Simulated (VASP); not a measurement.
# LiF in VASP: notebook

Aim: see how the results for LiF move with the level of theory and the settings. Levels: PBE, r2SCAN. Tasks: single point.

Everything below comes from runs of VASP 6.6.1. Logs are shortened: lines on timing, memory, paths and dates and some standing lists are left out, and cuts for length are marked.

**1. The cell of the first run**

Symmetry: Fm-3m, No. 225, cubic system. The conventional cell has a = 3.990 Å, b = 3.990 Å, c = 3.990 Å, α = 90.00°, β = 90.00°, γ = 90.00°. Within 2.6 Å of Li (site symmetry m-3m) lie 6 F at 1.99 Å. F (site symmetry m-3m) has 6 Li at 1.99 Å within 2.6 Å.

**2. Single point, PBE**

INCAR

```
SYSTEM = LiF
ALGO = Normal
EDIFF = 1E-6
ENCUT = 520
GGA = PE
ISIF = 2
ISMEAR = -1
LASPH = .TRUE.
LCHARG = .TRUE.
LELF = .TRUE.
LREAL = .FALSE.
LVHAR = .TRUE.
LWAVE = .FALSE.
NBANDS = 12
NELM = 100
PREC = Accurate
SIGMA = 0.02
```

KPOINTS

```
k-points
0
G
  10 10 10
  0 0 0
```

POSCAR

```
LiF
1.0
    0.0000000000      1.9948717404      1.9948717404
    1.9948717404      0.0000000000      1.9948717404
    1.9948717404      1.9948717404      0.0000000000
Li F
1 1
Direct
    0.0000000000      0.0000000000      0.0000000000
    0.5000000000      0.5000000000      0.5000000000
```

Potentials or basis: VASP PAW PBE potentials, release 64 (Li_sv, F).

Started as:

```console
$ cat potpaw_PBE.64/Li_sv/POTCAR potpaw_PBE.64/F/POTCAR > POTCAR
$ mpirun -np 1 vasp_std > vasp.out
```

OUTCAR:

```text
SYSTEM = LiF
   EDIFF = 1E-6
   ENCUT = 520
   GGA = PE
   ISIF = 2
   ISMEAR = -1
   LASPH = .TRUE.
   LREAL = .FALSE.
   NELM = 100
   PREC = Accurate

 ion  position               nearest neighbor table
   1  0.000  0.000  0.000-   2 1.99   2 1.99   2 1.99   2 1.99   2 1.99   2 1.99
   2  0.500  0.500  0.500-   1 1.99   1 1.99   1 1.99   1 1.99   1 1.99   1 1.99

  LATTYP: Found a face centered cubic cell.
 ALAT       =     3.9897434808

  Lattice vectors:

 A1 = (   0.0000000000,   1.9948717404,   1.9948717404)
 A2 = (   1.9948717404,   0.0000000000,   1.9948717404)
 A3 = (   1.9948717404,   1.9948717404,   0.0000000000)

Analysis of symmetry for initial positions (statically):
=====================================================================
 Subroutine PRICEL returns:
 Original cell was already a primitive cell.

 Routine SETGRP: Setting up the symmetry group for a
 face centered cubic supercell.

 Subroutine GETGRP returns: Found 48 space group operations
 (whereof 48 operations were pure point group operations)
 out of a pool of 48 trial point group operations.

The static configuration has the point symmetry O_h .

Analysis of symmetry for dynamics (positions and initial velocities):
=====================================================================
 Subroutine PRICEL returns:
 Original cell was already a primitive cell.

 Routine SETGRP: Setting up the symmetry group for a
 face centered cubic supercell.

 Subroutine GETGRP returns: Found 48 space group operations
 (whereof 48 operations were pure point group operations)
 out of a pool of 48 trial point group operations.

The dynamic configuration has the point symmetry O_h .

 Subroutine INISYM returns: Found 48 space group operations
 (whereof 48 operations are pure point group operations),
 and found     1 'primitive' translations

----------------------------------------------------------------------------------------

                                     Primitive cell

  volume of cell :      15.8772

  direct lattice vectors                    reciprocal lattice vectors
     0.000000000  1.994871740  1.994871740    -0.250642680  0.250642680  0.250642680
     1.994871740  0.000000000  1.994871740     0.250642680 -0.250642680  0.250642680
     1.994871740  1.994871740  0.000000000     0.250642680  0.250642680 -0.250642680

  length of vectors
     2.821174670  2.821174670  2.821174670     0.434125857  0.434125857  0.434125857

  position of ions in fractional coordinates (direct lattice)
     0.000000000  0.000000000  0.000000000
     0.500000000  0.500000000  0.500000000

  ion indices of the primitive-cell ions
   primitive index   ion index
                 1           1
                 2           2

----------------------------------------------------------------------------------------

 KPOINTS: k-points

Automatic generation of k-mesh.
 Grid dimensions read from file:
 generate k-points for:   10   10   10

 Generating k-lattice:

  Cartesian coordinates                     Fractional coordinates (reciprocal lattice)
    -0.025064268  0.025064268  0.025064268     0.100000000  0.000000000  0.000000000
     0.025064268 -0.025064268  0.025064268     0.000000000  0.100000000  0.000000000
     0.025064268  0.025064268 -0.025064268     0.000000000  0.000000000  0.100000000

  Length of vectors
     0.043412586  0.043412586  0.043412586

  Shift w.r.t. Gamma in fractional coordinates (k-lattice)
     0.000000000  0.000000000  0.000000000

 Subroutine IBZKPT returns following result:
 ===========================================

 Found     47 irreducible k-points:

 Following reciprocal coordinates:
            Coordinates               Weight
  0.000000  0.000000  0.000000      1.000000
  0.100000  0.000000  0.000000      8.000000
  0.200000  0.000000  0.000000      8.000000
  0.300000  0.000000  0.000000      8.000000
  0.400000  0.000000  0.000000      8.000000
  0.500000  0.000000  0.000000      4.000000
[... 16 lines left out ...]
  0.300000  0.300000  0.000000      6.000000
  0.400000  0.300000  0.000000     24.000000
 [... further k-points ...]
   k-points           NKPTS =     47   k-points in BZ     NKDIM =     47   number of bands    NBANDS=     12
   number of dos      NEDOS =    301   number of ions     NIONS =      2
   total plane-waves  NPLWV =  13824
   dimension x,y,z NGX =    24 NGY =   24 NGZ =   24
   dimension x,y,z NGXF=    48 NGYF=   48 NGZF=   48
   ions per type =               1   1
   NGX,Y,Z   is equivalent  to a cutoff of  14.14, 14.14, 14.14 a.u.
   NGXF,Y,Z  is equivalent  to a cutoff of  28.29, 28.29, 28.29 a.u.
 SYSTEM =  LiF
   PREC   = accura    normal or accurate (medium, high low for compatibility)
   ISTART =      0    job   : 0-new  1-cont  2-samecut
   ICHARG =      2    charge: 1-file 2-atom 10-const
   ISPIN  =      1    spin polarized calculation?
   LNONCOLLINEAR =      F non collinear calculations
   LSORBIT =      F    spin-orbit coupling
   LASPH  =      T    aspherical Exc in radial PAW
   ENCUT  =  520.0 eV  38.22 Ry    6.18 a.u.   5.25  5.25  5.25*2*pi/ulx,y,z
   NELM   =    100;   NELMIN=  2; NELMDL= -5     # of ELM steps
   EDIFF  = 0.1E-05   stopping-criterion for ELM
   LREAL  =      F    real-space projection
   EDIFFG = 0.1E-04   stopping-criterion for IOM
   NSW    =      0    number of steps for IOM
   IBRION =     -1    ionic relax: 0-MD 1-quasi-New 2-CG
   NFREE  =      0    steps in history (QN), initial steepest desc. (CG)
   ISIF   =      2    stress and relaxation
   ISYM   =      2    0-nonsym 1-usesym 2-fastsym
   POTIM  = 0.5000    time-step for ionic-motion
   TEBEG  =    0.0;   TEEND  =   0.0 temperature during run
   PSTRESS=    0.0 pullay stress
   NELECT =      10.0000    total number of electrons
   NUPDOWN=      -1.0000    fix difference up-down
   EMIN   =  10.00;   EMAX   =-10.00  energy-range for DOS
   EFERMI =   0.00;   METHOD = LEGACY
   ISMEAR =    -1;   SIGMA  =   0.02  broadening in eV -4-tet -1-fermi 0-gaus
   EFERMI_NEDOS =   21; number of points for ismear=-14 and -15
   IALGO  =     38    algorithm
   IMIX   =      4    mixing-type and parameters
     AMIX     =   0.40;   BMIX     =  1.00
     AMIX_MAG =   1.60;   BMIX_MAG =  1.00
  volume/ion in A,a.u.               =       7.94        53.57
  Fermi-wavevector in a.u.,A,eV,Ry     =   1.403298  2.651848 26.793202  1.969245
  Thomas-Fermi vector in A             =   2.525974
   LORBIT       =      0    0 simple, 1 ext, 2 COOP (PROOUT), +10 PAW based schemes
   GGA     = PE    functional components
[... 5 lines left out ...]
 non-spin polarized calculation
  energy-cutoff  :      520.00
  volume of cell :       15.88
 maximum number of plane-waves:       444
 NGX is ok and might be reduce to    24
   NGX = 11   NGY = 11   NGZ = 11

 number of electron      10.0000000 magnetization

 number of electron       9.9999997 magnetization

 Free energy of the ion-electron system (eV)
  ---------------------------------------------------
  ext. energy  EPLUGINS =         0.00000000
  ---------------------------------------------------
  free energy    TOTEN  =        -9.62804543 eV

  energy without entropy =       -9.62804543  energy(sigma->0) =       -9.62804543

 E-fermi :  -0.3942     XC(G=0): -10.1228

 val. band max:       -0.8420028153   @ k =   0.0000   0.0000   0.0000
 cond. band min:       8.5098724947   @ k =   0.0000   0.0000   0.0000
 fundamental gap:      9.3518753099
 Fermi energy:        -0.3942201845

 k-point     1 :       0.0000    0.0000    0.0000
  band No.  band energies     occupation
      1     -41.7004      2.00000
      2     -20.8958      2.00000
      3      -0.8420      2.00000
      4      -0.8420      2.00000
      5      -0.8420      2.00000
      6       8.5099      0.00000
      7      23.5068      0.00000
      8      23.5068      0.00000
      9      23.5068      0.00000
     10      23.7657      0.00000
     11      23.7657      0.00000
     12      23.7657      0.00000

 k-point     2 :       0.1000    0.0000    0.0000
  band No.  band energies     occupation
      1     -41.6941      2.00000
      2     -20.8555      2.00000
      3      -1.1383      2.00000
      4      -0.8660      2.00000
      5      -0.8660      2.00000
      6       8.7987      0.00000
      7      20.7157      0.00000
      8      22.1927      0.00000
      9      22.1927      0.00000
     10      24.8521      0.00000
     11      24.8521      0.00000
     12      24.9425      0.00000

 k-point     3 :       0.2000    0.0000    0.0000
  band No.  band energies     occupation
      1     -41.6777      2.00000
      2     -20.7464      2.00000
      3      -1.8499      2.00000
      4      -0.9275      2.00000
      5      -0.9275      2.00000
      6       9.4380      0.00000
      7      18.2273      0.00000
      8      20.6644      0.00000
      9      20.6644      0.00000
     10      25.9445      0.00000
     11      26.2211      0.00000
     12      26.2211      0.00000

 k-point     4 :       0.3000    0.0000    0.0000
  band No.  band energies     occupation
      1     -41.6572      2.00000
      2     -20.6055      2.00000
      3      -2.6397      2.00000
      4      -1.0009      2.00000
      5      -1.0009      2.00000
      6       9.9536      0.00000
      7      16.7740      0.00000
      8      19.3886      0.00000
      9      19.3886      0.00000
     10      27.3390      0.00000
     11      27.9553      0.00000
     12      27.9553      0.00000

 k-point     5 :       0.4000    0.0000    0.0000
  band No.  band energies     occupation
      1     -41.6406      2.00000
      2     -20.4866      2.00000
      3      -3.2294      2.00000
      4      -1.0582      2.00000
      5      -1.0582      2.00000
      6      10.0972      0.00000
      7      16.2916      0.00000
      8      18.5655      0.00000
      9      18.5655      0.00000
     10      28.9658      0.00000
     11      29.7700      0.00000
     12      29.7701      0.00000
[... 228 lines left out ...]
      1     -41.6355      2.00000
      2     -20.4149      2.00000
      3      -2.9114      2.00000
      4      -2.0427      2.00000
      5      -1.0957      2.00000
      6      11.3070      0.00000
      7      15.2920      0.00000
      8      18.8203      0.00000
      9      18.9174      0.00000
     10      28.4999      0.00000
     11      28.6400      0.00000
     12      29.0686      0.00000

 k-point    22 :      -0.2000    0.2000    0.0000
  band No.  band energies     occupation
      1     -41.6507      2.00000
      2     -20.5424      2.00000
      3      -2.4947      2.00000
      4      -1.7457      2.00000
      5      -0.9562      2.00000
      6      10.6710      0.00000
      7      16.0515      0.00000
      8      19.3014      0.00000
      9      19.3957      0.00000
     10      26.7639      0.00000
     11      27.1959      0.00000
     12      29.7859      0.00000

 k-point    23 :       0.3000    0.3000    0.0000
  band No.  band energies     occupation
      1     -41.6450      2.00000
      2     -20.4556      2.00000
      3      -2.8125      2.00000
      4      -1.5331      2.00000
      5      -1.5331      2.00000
      6      11.6919      0.00000
      7      17.2528      0.00000
      8      18.4977      0.00000
      9      19.8914      0.00000
     10      19.8914      0.00000
     11      34.2184      0.00000
     12      34.3199      0.00000

 k-point    24 :       0.4000    0.3000    0.0000
  band No.  band energies     occupation
      1     -41.6328      2.00000
      2     -20.3384      2.00000
      3      -3.2479      2.00000
      4      -1.7518      2.00000
      5      -1.6354      2.00000
      6      12.5101      0.00000
      7      16.1258      0.00000
      8      18.0039      0.00000
      9      19.6395      0.00000
     10      20.7080      0.00000
     11      33.7382      0.00000
     12      34.5820      0.00000

 [... further k-points ...]
[... 5 lines left out ...]
  --------------------------------------------------------------------------------------
  -------------------------------------------------------------------------------------
  Total        0.3921479      0.3921479      0.3921479     -0.0000000     -0.0000000     -0.0000000
  in kB       39.5717744     39.5717744     39.5717744     -0.0000000     -0.0000000     -0.0000000
  external PRESSURE =      39.5717744 kB  Pullay stress =       0.0000000 kB

 VOLUME and BASIS-vectors are now :
 -----------------------------------------------------------------------------
  energy-cutoff  :      520.00
  volume of cell :       15.88
      direct lattice vectors                 reciprocal lattice vectors
     0.000000000  1.994871740  1.994871740    -0.250642680  0.250642680  0.250642680
     1.994871740  0.000000000  1.994871740     0.250642680 -0.250642680  0.250642680
     1.994871740  1.994871740  0.000000000     0.250642680  0.250642680 -0.250642680

 POSITION                                       TOTAL-FORCE (eV/Angst)
 -----------------------------------------------------------------------------------
      0.00000      0.00000      0.00000        -0.000000     -0.000000      0.000000
      1.99487      1.99487      1.99487         0.000000      0.000000      0.000000
 -----------------------------------------------------------------------------------
    total drift:                               -0.000000     -0.000000      0.000000

  FREE ENERGIE OF THE ION-ELECTRON SYSTEM (eV)
  ---------------------------------------------------
  free  energy   TOTEN  =        -9.6280454345 eV

  energy  without entropy=       -9.6280454345  energy(sigma->0) =       -9.62804543
```

It used 5 s of CPU time on 1 thread of Intel Xeon 6975P-C, with other jobs on the host.

What came out:

* Free energy: -9.6280 eV
* Band gap on the k mesh: 9.35 eV, direct

Caveat: the cutoff is under 1.25 times the usual one of these potentials, so pressure, stress and relaxed cells hold a basis-set (Pulay) error.

**3. Single point, r2SCAN (strain -3.0%)**

POSCAR

```
LiF
1.0
    0.0000000000      1.9350255882      1.9350255882
    1.9350255882      0.0000000000      1.9350255882
    1.9350255882      1.9350255882      0.0000000000
Li F
1 1
Direct
    0.0000000000      0.0000000000      0.0000000000
    0.5000000000      0.5000000000      0.5000000000
```

INCAR.step1

```
PREC     = Accurate       # precision mode
ENCUT    = 520            # plane-wave cutoff, eV
ISMEAR   = 0              # smearing method
SIGMA    = 0.01           # smearing width, eV
LREAL    = False          # projectors in reciprocal space
LASPH    = True           # aspherical terms in the spheres
NELM     = 100            # most SCF steps
NBANDS   = 12             # bands
GGA      = PE             # functional
ALGO     = Normal         # electronic algorithm
EDIFF    = 1E-4           # SCF threshold, eV
LWAVE    = True           # write WAVECAR
LCHARG   = False          # write CHGCAR
```

INCAR.step2

```
PREC     = Accurate       # precision mode
ENCUT    = 520            # plane-wave cutoff, eV
EDIFF    = 1E-6           # SCF threshold, eV
ISMEAR   = 0              # smearing method
SIGMA    = 0.01           # smearing width, eV
LREAL    = False          # projectors in reciprocal space
LASPH    = True           # aspherical terms in the spheres
NELM     = 100            # most SCF steps
ALGO     = Normal         # electronic algorithm
ISIF     = 2              # what is computed and relaxed
LWAVE    = False          # write WAVECAR
LCHARG   = False          # write CHGCAR
METAGGA  = R2SCAN         # meta-GGA
LMIXTAU  = True         
NBANDS   = 12             # bands
ISTART   = 1
```

KPOINTS

```
regular mesh
0
Gamma
  10 10 10
```

Potentials or basis: VASP PAW PBE potentials, release 64 (Li_sv, F).

Started as:

```console
$ cat potpaw_PBE.64/Li_sv/POTCAR potpaw_PBE.64/F/POTCAR > POTCAR
$ cp INCAR.step1 INCAR
$ mpirun -np 1 vasp_std > vasp.out
$ cp INCAR.step2 INCAR
$ mpirun -np 1 vasp_std > vasp.out
```

Wall time 33 s (1 thread of Intel Xeon 6975P-C, shared host); peak memory 0.13 GiB.

It converged, with:

- Free energy: -11.8677 eV
- Band gap on the k mesh: 11.49 eV, direct

Levels at points of the mesh, in eV from the valence-band top:
```tsv
k point	band 2	band 3	band 4	band 5	band 6	band 7	band 8	band 9
(0.00, 0.00, 0.00)	-21.45	0.00	0.00	0.00	11.49	26.71	26.71	26.71
(0.50, 0.00, 0.00)	-20.95	-2.87	-0.29	-0.29	12.53	19.68	21.45	21.45
(0.50, 0.50, 0.00)	-20.59	-3.56	-1.20	-1.20	17.32	18.04	20.69	23.49
```

Caveat: the cell differs from its parent crystal (strain -3.0%); the cutoff is under 1.25 times the usual one of these potentials, so pressure, stress and relaxed cells hold a basis-set (Pulay) error; the PAW data sets were made with another functional, which shifts forces and pressure a little. A k mesh can miss the band edges.

[end of part 1 of 2]
